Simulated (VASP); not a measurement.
# SiMo6 in VASP: notebook

Runs on SiMo6. Level: PBEsol. Tasks: single point.

Program: VASP 6.6.1. These are calculated values, not measurements. Logs are shortened: lines on timing, memory, paths and dates and some standing lists are left out, and cuts for length are marked.

## (1) The cell of the first run

The cell holds a slab with vacuum, 7 atoms: a = 4.426 Å, b = 4.426 Å, c = 19.725 Å, α = 90.00°, β = 90.00°, γ = 120.00°.

## (2) Single point, PBEsol

The input, INCAR:

```
  PREC = Accurate
  ENCUT = 520
  EDIFF = 1E-6
  ISMEAR = 0
  SIGMA = 0.1
  LREAL = False
  LASPH = True
  NELM = 80
  ALGO = Normal
  ISIF = 2
  LWAVE = False
  LCHARG = False
  LDIPOL = True
  IDIPOL = 3
  DIPOL = 0.5 0.5 0.340
  GGA = PS
  NBANDS = 53
```

The input, KPOINTS:

```
Automatic mesh
0
Gamma
  6 6 1
```

The input, POSCAR:

```
SiMo6
1.0
    4.4256825773      0.0000000000      0.0000000000
   -2.2128412886      3.8327535410      0.0000000000
    0.0000000000      0.0000000000     19.7247696212
Mo Si
6 1
Direct
    0.6666666667      0.3333333333      0.2027907082
    0.3333333333      0.6666666667      0.2485904154
    0.0000000000      0.0000000000      0.2943901226
    0.6666666667      0.3333333333      0.3368101106
    0.3333333333      0.6666666667      0.3772266206
    0.0000000000      0.0000000000      0.4169767140
    0.0000000000      0.6666666667      0.5038433257
```

Potentials or basis: VASP PAW PBE potentials, release 64 (Mo_sv, Si).

Launch:

```sh
> cat potpaw_PBE.64/Mo_sv/POTCAR potpaw_PBE.64/Si/POTCAR > POTCAR
> mpirun -np 1 vasp_std > vasp.out
```

OUTCAR:

```text
PREC = Accurate
   ENCUT = 520
   EDIFF = 1E-6
   ISMEAR = 0
   LREAL = False
   LASPH = True
   NELM = 80
   ISIF = 2
   GGA = PS

 ion  position               nearest neighbor table
   1  0.667  0.333  0.203-   4 2.64   2 2.71   2 2.71   2 2.71   3 3.13   3 3.13   3 3.13
   2  0.333  0.667  0.249-   5 2.54   3 2.71   1 2.71   1 2.71   3 2.71   3 2.71   1 2.71   4 3.09
                             4 3.09   4 3.09
   3  0.000  0.000  0.294-   6 2.42   4 2.69   4 2.69   4 2.69   2 2.71   2 2.71   2 2.71   5 3.03
                             5 3.03   5 3.03   1 3.13   1 3.13   1 3.13
   4  0.667  0.333  0.337-   1 2.64   5 2.68   5 2.68   5 2.68   3 2.69   3 2.69   3 2.69   6 3.00
                             6 3.00   6 3.00   2 3.09   2 3.09   2 3.09
   5  0.333  0.667  0.377-   2 2.54   6 2.67   6 2.67   6 2.67   4 2.68   4 2.68   4 2.68   7 2.90
                             3 3.03   3 3.03   3 3.03
   6  0.000  0.000  0.417-   7 2.26   3 2.42   5 2.67   5 2.67   5 2.67   4 3.00   4 3.00   4 3.00

   7  0.000  0.667  0.504-   6 2.26   5 2.90

  LATTYP: Found a hexagonal cell.
 ALAT       =     4.4256825773
 C/A-ratio  =     4.4568875595

  Lattice vectors:

 A1 = (   4.4256825773,   0.0000000000,   0.0000000000)
 A2 = (  -2.2128412886,   3.8327535410,   0.0000000000)
 A3 = (   0.0000000000,   0.0000000000,  19.7247696212)

Analysis of symmetry for initial positions (statically):
=====================================================================
 Subroutine PRICEL returns:
 Original cell was already a primitive cell.

 Routine SETGRP: Setting up the symmetry group for a
 hexagonal supercell.

 Subroutine GETGRP returns: Found  1 space group operations
 (whereof  1 operations were pure point group operations)
 out of a pool of 24 trial point group operations.

The static configuration has the point symmetry C_1 .

Analysis of symmetry for dynamics (positions and initial velocities):
=====================================================================
 Subroutine PRICEL returns:
 Original cell was already a primitive cell.

 Routine SETGRP: Setting up the symmetry group for a
 hexagonal supercell.

 Subroutine GETGRP returns: Found  1 space group operations
 (whereof  1 operations were pure point group operations)
 out of a pool of 24 trial point group operations.

The dynamic configuration has the point symmetry C_1 .

 Subroutine INISYM returns: Found  1 space group operations
 (whereof  1 operations are pure point group operations),
 and found     1 'primitive' translations

----------------------------------------------------------------------------------------

[... 113 lines left out ...]
   EFERMI_NEDOS =   21; number of points for ismear=-14 and -15
   IALGO  =     38    algorithm
   IMIX   =      4    mixing-type and parameters
     AMIX     =   0.40;   BMIX     =  1.00
     AMIX_MAG =   1.60;   BMIX_MAG =  1.00
  volume/ion in A,a.u.               =      47.80       322.55
  Fermi-wavevector in a.u.,A,eV,Ry     =   1.048901  1.982136 14.969052  1.100194
  Thomas-Fermi vector in A             =   2.183842
   LORBIT       =      0    0 simple, 1 ext, 2 COOP (PROOUT), +10 PAW based schemes
   GGA     = PS    functional components
   LHFCALC =     F    Hartree Fock is set to
   AEXX    =    0.0000 exact exchange contribution
   IVDW    =     0    specifies the selected vdW correction
   LEPSILON=     F    determine dielectric tensor
   LRPA    =     F    only Hartree local field effects (RPA)
 non-spin polarized calculation
 Gauss-broadening in eV      SIGMA  =   0.10
  energy-cutoff  :      520.00
  volume of cell :      334.58
 maximum number of plane-waves:      9055
 NGX is ok and might be reduce to    36
   NGX = 17   NGY = 17   NGZ = 73

 dipolmoment           0.000000      0.000000     -0.036795 electrons x Angstroem

 number of electron      88.0000012 magnetization

 dipolmoment           0.000000      0.000000      0.124172 electrons x Angstroem

 Free energy of the ion-electron system (eV)
  ---------------------------------------------------
  ext. energy  EPLUGINS =         0.00000000
  ---------------------------------------------------
  free energy    TOTEN  =       -68.23079221 eV

  energy without entropy =      -68.18341525  energy(sigma->0) =      -68.20710373

 E-fermi :   1.0364     XC(G=0):  -5.4949

 val. band max:        1.0294074524   @ k =  -0.1667   0.3333   0.0000
 cond. band min:       1.0653683015   @ k =   0.1667   0.0000   0.0000
 fundamental gap:      0.0359608491
 Fermi energy:         1.0363553119

 k-point     1 :       0.0000    0.0000    0.0000
  band No.  band energies     occupation
      1     -59.9860      2.00000
      2     -59.7326      2.00000
      3     -59.6858      2.00000
      4     -59.6395      2.00000
      5     -59.5121      2.00000
      6     -59.2504      2.00000
[... 1109 lines left out ...]
     52       2.6484      0.00000
     53       2.7821      0.00000

------------------------ aborting loop because EDIFF is reached ----------------------------------------

 vacuum level on the upper side and lower side of the slab       (xc-potential included)         0.565        -0.656

  FORCE on cell =-STRESS in cart. coord.  units (eV):
  Direction    XX          YY          ZZ          XY          YZ          ZX
  --------------------------------------------------------------------------------------
  -------------------------------------------------------------------------------------
  Total       -5.2360224     -3.2965035     -0.9140015     -1.0362117     -3.2593516      2.1032098
  in kB      -25.0731549    -15.7855978     -4.3767765     -4.9619909    -15.6076924     10.0714057
  external PRESSURE =     -15.0785098 kB  Pullay stress =       0.0000000 kB

 VOLUME and BASIS-vectors are now :
 -----------------------------------------------------------------------------
  energy-cutoff  :      520.00
  volume of cell :      334.58
      direct lattice vectors                 reciprocal lattice vectors
     4.425682577  0.000000000  0.000000000     0.225953846  0.130454514  0.000000000
    -2.212841289  3.832753541  0.000000000     0.000000000  0.260909028  0.000000000
     0.000000000  0.000000000 19.724769621     0.000000000  0.000000000  0.050697677

 POSITION                                       TOTAL-FORCE (eV/Angst)
 -----------------------------------------------------------------------------------
      2.21284      1.27758      4.00000         0.092671      0.041903      1.930538
     -0.00000      2.55517      4.90339        -0.077922      0.053653     -0.505601
      0.00000      0.00000      5.80678         0.095770     -0.285461     -2.210125
      2.21284      1.27758      6.64350        -0.355968     -0.093517     -0.912724
     -0.00000      2.55517      7.44071         0.004797      0.182767      1.590840
      0.00000      0.00000      8.22477        -0.873129      2.200900      0.073364
     -1.47523      2.55517      9.93819         1.113782     -2.100245      0.033708
 -----------------------------------------------------------------------------------
    total drift:                                0.000029      0.000084      0.000154

  FREE ENERGIE OF THE ION-ELECTRON SYSTEM (eV)
  ---------------------------------------------------
  free  energy   TOTEN  =       -68.2307922092 eV

  energy  without entropy=      -68.1834152510  energy(sigma->0) =      -68.20710373

 vacuum level on the upper side and lower side of the slab         5.858         4.525
```

stdout:

```text
POSCAR found type information on POSCAR MoSi
 POSCAR found :  2 types and       7 ions
 scaLAPACK will be used
 -----------------------------------------------------------------------------
|                                                                             |
|                                                                             |
|     You enforced a specific xc type in the INCAR file but a different       |
|     I HOPE YOU KNOW WHAT YOU ARE DOING!                                     |
|                                                                             |
 -----------------------------------------------------------------------------

 LDA part: xc-table for (Slater+PW92), standard interpolation
 POSCAR, INCAR and KPOINTS ok, starting setup
 FFT: planning ... GRIDC
 FFT: planning ... GRID_SOFT
 FFT: planning ... GRID
 WAVECAR not read
 entering main loop
```

Wall time 7.8 min (1 thread of AMD EPYC 9R45 (Zen 5), shared host); peak memory 0.59 GiB.

Results:

```
Free energy            : -68.2308 eV
Largest force          : 2.378 eV/Å
Band gap on the k mesh : zero (bands 44 and 45 overlap by 0.08 eV)
```

Forces in eV/Å, atoms in the order of the input:
```
Mo   0.093  0.042  1.931
Mo  -0.078  0.054 -0.506
Mo   0.096 -0.285 -2.210
Mo  -0.356 -0.094 -0.913
Mo   0.005  0.183  1.591
Mo  -0.873  2.201  0.073
Si   1.114 -2.100  0.034
```

Levels at points of the mesh, in eV from the Fermi level:
| k point | band 40 | band 41 | band 42 | band 43 | band 44 | band 45 | band 46 | band 47 | band 48 | band 49 |
| --- | --- | --- | --- | --- | --- | --- | --- | --- | --- | --- |
| (0.00, 0.00, 0.00) | -1.36 | -1.25 | -1.23 | -0.88 | -0.21 | 0.19 | 0.72 | 1.23 | 1.24 | 1.62 |
| (0.50, 0.00, 0.00) | -1.44 | -1.12 | -0.62 | -0.38 | 0.05 | 0.12 | 0.36 | 1.03 | 1.38 | 1.43 |
| (0.00, 0.50, 0.00) | -1.52 | -0.99 | -0.43 | -0.40 | -0.10 | 0.05 | 0.54 | 0.62 | 1.01 | 1.44 |
| (0.50, 0.50, 0.00) | -1.30 | -1.15 | -0.56 | -0.34 | -0.04 | 0.03 | 0.33 | 0.38 | 1.33 | 1.44 |

Caveat: the PAW data sets were made with another functional, which shifts forces and pressure a little.

## (3) Single point, PBEsol

The input, INCAR:

```
SYSTEM = SiMo6
ALGO     = Normal         ! electronic algorithm
DIPOL    = 0.5 0.5 0.344
EDIFF    = 1E-6           ! SCF threshold, eV
ENCUT    = 520            ! plane-wave cutoff, eV
GGA      = PS             ! functional
IDIPOL   = 3            
ISIF     = 2              ! what is computed and relaxed
ISMEAR   = 0              ! smearing method
LASPH    = .TRUE.         ! aspherical terms in the spheres
LCHARG   = .FALSE.        ! write CHGCAR
LDIPOL   = .TRUE.       
LREAL    = .FALSE.        ! projectors in reciprocal space
LWAVE    = .FALSE.        ! write WAVECAR
NBANDS   = 53             ! bands
NELM     = 60             ! most SCF steps
PREC     = Accurate       ! precision mode
SIGMA    = 0.1            ! smearing width, eV
```

The input, KPOINTS:

```
k-points
0
G
  6 6 1
  0 0 0
```

POSCAR, as its differences from that of step 2:

```diff
@@ -14,2 +14,2 @@
     0.0000000000      0.0000000000      0.4169767140
-    0.0000000000      0.6666666667      0.5038433257
+    0.0000000000      0.8888888889      0.5322710575
```

Potentials or basis: VASP PAW PBE potentials, release 64 (Mo_sv, Si).

Launch:

```sh
> cat potpaw_PBE.64/Mo_sv/POTCAR potpaw_PBE.64/Si/POTCAR > POTCAR
> mpirun -np 1 vasp_std > vasp.out
```

It took 8.5 min on 1 thread of AMD EPYC 9R45 (Zen 5), shared host; peak memory 0.59 GiB.

Results (log left out):

* Free energy: -67.1106 eV
* Largest force: 2.405 eV/Å
* Band gap on the k mesh: zero (bands 44 and 45 overlap by 0.08 eV)

Forces on the atoms (eV/Å):
```
Mo   0.023 -0.012  2.003
Mo   0.011  0.020 -0.447
Mo   0.023 -0.132 -2.401
Mo  -0.080  0.067 -0.765
Mo  -0.144  0.194  1.337
Mo  -0.118  0.289  0.251
Si   0.285 -0.425  0.023
```

Levels at points of the mesh, in eV from the Fermi level:
| k point | band 40 | band 41 | band 42 | band 43 | band 44 | band 45 | band 46 | band 47 | band 48 | band 49 |
| --- | --- | --- | --- | --- | --- | --- | --- | --- | --- | --- |
| (0.00, 0.00, 0.00) | -1.23 | -1.23 | -1.20 | -1.16 | -0.22 | 0.41 | 0.50 | 1.04 | 1.22 | 1.23 |
| (0.50, 0.00, 0.00) | -1.43 | -1.17 | -0.70 | -0.20 | -0.02 | 0.13 | 0.43 | 0.54 | 1.16 | 1.39 |
| (0.00, 0.50, 0.00) | -1.45 | -1.08 | -0.63 | -0.23 | -0.10 | 0.11 | 0.46 | 0.60 | 0.99 | 1.38 |
| (0.50, 0.50, 0.00) | -1.42 | -1.28 | -0.72 | -0.22 | -0.01 | 0.13 | 0.37 | 0.39 | 1.31 | 1.44 |

Caveat: the PAW data sets were made with another functional, which shifts forces and pressure a little.

(Continued in part 2 of 2.)

The gap in the log of VASP goes by the Fermi energy; the results here count the filled bands.